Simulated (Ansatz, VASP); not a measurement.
# One calculation of Ga2P3, two programs

```
Ga P
1.0
     3.56055    0.00000    0.00000
    -1.78028    3.08353    0.00000
     0.00000    0.00000    8.37438
Ga P
2 3
Direct
  0.33333 0.66667 0.16794
  0.66667 0.33333 0.83206
  0.00000 0.00000 0.00000
  0.33333 0.66667 0.57474
  0.66667 0.33333 0.42526
```

Alike in both runs: functional PBE; k mesh 12 × 12 × 6; occupations gaussian, width 0.1 eV; no spin polarisation.

Ansatz relaxed the structure, and its values are those at the end. VASP's run is a single point on that final structure, the one shown.

|  | VASP | Ansatz |
| --- | --- | --- |
| version | VASP 6.6.1 | Ansatz 0.2.0 |
| potentials or method | VASP PAW PBE potentials, release 64 (Ga_d, P), cutoff 520 eV | scalar-relativistic, plane waves, PAW |
| valence electrons in the cell | 41 | 41 |

```tsv
	VASP	Ansatz	Ansatz less VASP
gap on the k mesh at the Fermi level (eV)	none	none	-
pressure (GPa)	0.0	0.0	+0.01
rms of the force components (eV/Å)	0.011	0.001	-0.0103
```

A gap of «none» marks a metal or a gap that the smearing closes. The functional is the same, so the differences come from potentials, cutoffs and numerics.
